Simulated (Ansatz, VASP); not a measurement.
# Two plane-wave programs on Mg2Sn

POSCAR

```
Mg2Sn
1.0
    0.0000000000      3.3806927665      3.3806927665
    3.3806927665      0.0000000000      3.3806927665
    3.3806927665      3.3806927665      0.0000000000
Mg Sn
2 1
Direct
    0.2500000000      0.2500000000      0.2500000000
    0.7500000000      0.7500000000      0.7500000000
    0.0000000000      0.0000000000      0.0000000000
```

Contents of INCAR.step1:

```
SYSTEM = Mg2Sn
ALGO = Normal ; EDIFF = 1E-5
ENCUT = 660 ; GGA = PE
GGA_COMPAT = .FALSE. ; ISMEAR = 0
LASPH = .TRUE. ; LCHARG = .FALSE.
LREAL = .FALSE. ; LWAVE = .TRUE.
NBANDS = 16 ; NELM = 120
PREC = Accurate ; SIGMA = 0.01
```

INCAR.step2

```
SYSTEM = Mg2Sn
ALGO = Normal ; EDIFF = 1E-6
ENCUT = 660 ; GGA_COMPAT = .FALSE.
ISIF = 2 ; ISMEAR = 0
ISTART = 1 ; LASPH = .TRUE.
LCHARG = .FALSE. ; LMIXTAU = .TRUE.
LREAL = .FALSE. ; LWAVE = .FALSE.
METAGGA = R2SCAN ; NBANDS = 16
NELM = 120 ; PREC = Accurate
SIGMA = 0.01
```

File KPOINTS:

```
k-points
0
G
  10 10 10
  0 0 0
```

Input for Ansatz:

```yaml
crystal:
  lattice:
    - [0.0, 3.3806927665, 3.3806927665]
    - [3.3806927665, 0.0, 3.3806927665]
    - [3.3806927665, 3.3806927665, 0.0]
  atoms:
    - { symbol: Mg, position: [0.25, 0.25, 0.25] }
    - { symbol: Mg, position: [0.75, 0.75, 0.75] }
    - { symbol: Sn, position: [0.0, 0.0, 0.0] }
basis:
  ecutwfc: 500
kpoints:
  mp_grid: { grid: [10, 10, 10] }
hamiltonian:
  xc: r2scan
scf:
  occupations: { method: gaussian, width: 0.01 }
output:
  forces: false
  stress: false
  eigenvalues: true
  eigenstates:
    kpoints:
      - [0.0, 0.0, 0.0]
      - [0.0, 0.010761079, 0.010761079]
      - [0.0, -0.010761079, -0.010761079]
      - [0.010761079, 0.0, 0.010761079]
      - [-0.010761079, 0.0, -0.010761079]
      - [0.010761079, 0.010761079, 0.0]
      - [-0.010761079, -0.010761079, 0.0]
      - [0.007609232, 0.007609232, 0.015218464]
      - [-0.007609232, -0.007609232, -0.015218464]
      - [0.007609232, 0.015218464, 0.007609232]
      - [-0.007609232, -0.015218464, -0.007609232]
      - [0.015218464, 0.007609232, 0.007609232]
      - [-0.015218464, -0.007609232, -0.007609232]
      - [0.012425824, 0.012425824, 0.012425824]
      - [-0.012425824, -0.012425824, -0.012425824]
      - [0.0, 0.5, 0.5]
      - [0.0, 0.510761079, 0.510761079]
      - [0.0, 0.489238921, 0.489238921]
      - [0.010761079, 0.5, 0.510761079]
      - [-0.010761079, 0.5, 0.489238921]
      - [0.010761079, 0.510761079, 0.5]
      - [-0.010761079, 0.489238921, 0.5]
      - [0.007609232, 0.507609232, 0.515218464]
      - [-0.007609232, 0.492390768, 0.484781536]
      - [0.007609232, 0.515218464, 0.507609232]
      - [-0.007609232, 0.484781536, 0.492390768]
      - [0.015218464, 0.507609232, 0.507609232]
      - [-0.015218464, 0.492390768, 0.492390768]
      - [0.012425824, 0.512425824, 0.512425824]
      - [-0.012425824, 0.487574176, 0.487574176]
    e_range: [-1.69651, 1.69651]
checkpoint:
  read: start.run
  write: ck
  compress: false
  write_wavefunctions: false
  write_every: 100000
```

Alike in both runs: task single point; functional r2SCAN; k mesh 10 × 10 × 10; occupations gaussian, width 0.01 eV; no spin polarisation.

|  | VASP | Ansatz |
| --- | --- | --- |
| version | VASP 6.6.1 | Ansatz 0.2.0 |
| potentials or method | VASP PAW PBE potentials, release 64 (Mg, Sn_d), cutoff 660 eV | scalar-relativistic, plane waves, PAW |
| valence electrons in the cell | 18 | 34 |

```csv
,VASP,Ansatz,Ansatz less VASP
gap on the k mesh at the Fermi level (eV),0.17,0.20,+0.022
least direct gap on the mesh (eV),1.99,2.01,+0.017
```

VASP's potentials were made for PBE, not for r2SCAN. VASP's potentials hold 18 valence electrons a cell and Ansatz's 34, so a difference there can come from the potentials and not from the codes.
